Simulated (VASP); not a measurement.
B, 2 atoms in the cell. The structure is hexagonal, space group P6/mmm (No. 191). The conventional cell has a = 2.148 Å, b = 2.148 Å, c = 2.664 Å, α = 90.00°, β = 90.00°, γ = 120.00°. Within 1.7 Å of B (site symmetry -6m2) lie 3 B at 1.24 Å. The cell was generated, and may not be a known phase.

```yaml
Program: VASP 6.6.1
Task: relaxation of cell and atoms
Functional: PBE
Potentials_or_basis: VASP PAW PBE potentials, release 64 (B)
Cutoff: 600 eV
k_mesh: 12 × 12 × 6
Occupations: gaussian, width 0.1 eV
Spin: no spin polarisation
Dipole_correction: no
Further_INCAR_settings: ALGO = Normal; EDIFF = 1e-06; IBRION = 2; EDIFFG = -0.04; NSW = 90; ISIF = 3
```

Potentials or basis: VASP PAW PBE potentials, release 64 (B).

Command:

```console
$ cat potpaw_PBE.64/B/POTCAR > POTCAR
$ mpirun -np 1 vasp_std > vasp.out
```

Hardware: 1 thread of Intel(R) Xeon(R) Platinum 8375C CPU @ 2.90GHz (Ice Lake), with other jobs on the host.

Question: How long does it take, and how much memory?

Answer: It took 60 s on 1 thread of Intel(R) Xeon(R) Platinum 8375C CPU @ 2.90GHz (Ice Lake), on a shared host, peak memory 0.12 GiB. Counts: scf iterations 110, k points 76, ion steps 16.
